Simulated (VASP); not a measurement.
Crystal: NiO5.

```
Ni O
1.0
    -1.85000    2.50000    3.20000
     1.85000   -2.50000    3.20000
     1.85000    2.50000   -3.20000
Ni O
1 5
Direct
  0.00000 0.00000 0.00000
  0.59100 0.72700 0.86400
  0.86300 0.72700 0.13600
  0.40900 0.27300 0.13600
  0.13700 0.27300 0.86400
  0.00000 0.50000 0.50000
```

```yaml
Program: VASP 6.6.1
Task: relaxation of cell and atoms
Functional: PBE
Potentials_or_basis: VASP PAW PBE potentials, release 64 (Ni, O)
Cutoff: 600 eV
k_mesh: 5 × 5 × 5
Occupations: gaussian, width 0.2 eV
Spin: collinear spin, ferromagnetic start
Starting_moments: "[2.0, 0.0, 0.0, 0.0, 0.0, 0.0] μB"
```

At the start: pressure 15.6 GPa; volume 9.87 Å³/atom.

How do energy, volume and symmetry change on relaxing?

Over 29 steps the energy falls by 241.4 meV/atom and the volume is 13.91 Å³/atom (+41.0 %); space group Immm (No. 71, to 0.1 Å) before and after; moment 0.53 μB per cell.

Step by step:
```tsv
step	energy change (eV)	largest force (eV/Å)	pressure (GPa)	volume (Å³)
1	0.0000	1.4692	15.61	59.20
2	-0.6192	1.5651	7.01	67.82
3	-0.6199	1.4682	7.09	67.62
4	-0.6316	2.5221	-8.54	76.10
5	-0.7731	0.9374	-1.84	71.72
6	-0.9068	0.6949	-1.91	73.50
7	-1.1441	0.6788	-0.34	78.76
8	-0.6100	6.3358	6.96	88.86
9	-1.1551	2.0090	3.66	80.11
10	-1.0298	4.4326	6.53	84.54
11	-1.1743	3.0345	6.46	81.81
12	-1.1779	2.8373	7.90	82.20
13	-1.2497	2.5803	5.66	83.38
14	-1.3528	1.9446	2.28	85.73
15	-1.3529	1.9034	2.13	85.91
16	-1.3711	1.6767	1.82	85.70
17	-1.4112	1.0419	0.94	85.05
18	-1.4351	0.0721	-0.74	83.76
19	-1.4358	0.0978	-0.53	83.93
20	-1.4358	0.1253	-0.46	83.97
21	-1.4369	0.1122	-0.48	83.97
22	-1.4398	0.0792	-0.52	83.97
23	-1.4438	0.0797	-0.59	83.97
24	-1.4448	0.2219	-0.70	83.96
25	-1.4455	0.1586	-0.68	83.96
26	-1.4469	0.0974	-0.11	83.77
27	-1.4469	0.1057	-0.06	83.76
28	-1.4475	0.0827	-0.10	83.69
29	-1.4483	0.0561	-0.13	83.48
```

Final structure:
```cif
data_structure
_symmetry_space_group_name_H-M 'P 1'
_symmetry_Int_Tables_number 1
_cell_length_a 5.1349
_cell_length_b 5.1349
_cell_length_c 5.1349
_cell_angle_alpha 138.557
_cell_angle_beta 101.752
_cell_angle_gamma 92.678
_cell_volume 83.48
loop_
_atom_site_label
_atom_site_type_symbol
_atom_site_fract_x
_atom_site_fract_y
_atom_site_fract_z
_atom_site_occupancy
Ni1 Ni 0.00000 0.00000 0.00000 1
O1 O 0.63894 0.73960 0.89934 1
O2 O 0.84025 0.73960 0.10066 1
O3 O 0.36106 0.26040 0.10066 1
O4 O 0.15975 0.26040 0.89934 1
O5 O 0.00000 0.50000 0.50000 1
```

Caveat: the k points lie up to 0.39 Å⁻¹ apart in the final cell; the volume moved by over 15 % at a fixed basis, so the end points are rough; a cell with one magnetic atom can't hold antiferromagnetic order, which such compounds often take; the relaxation stopped at a loose force limit of 0.08 eV/Å, so its end isn't a converged minimum.
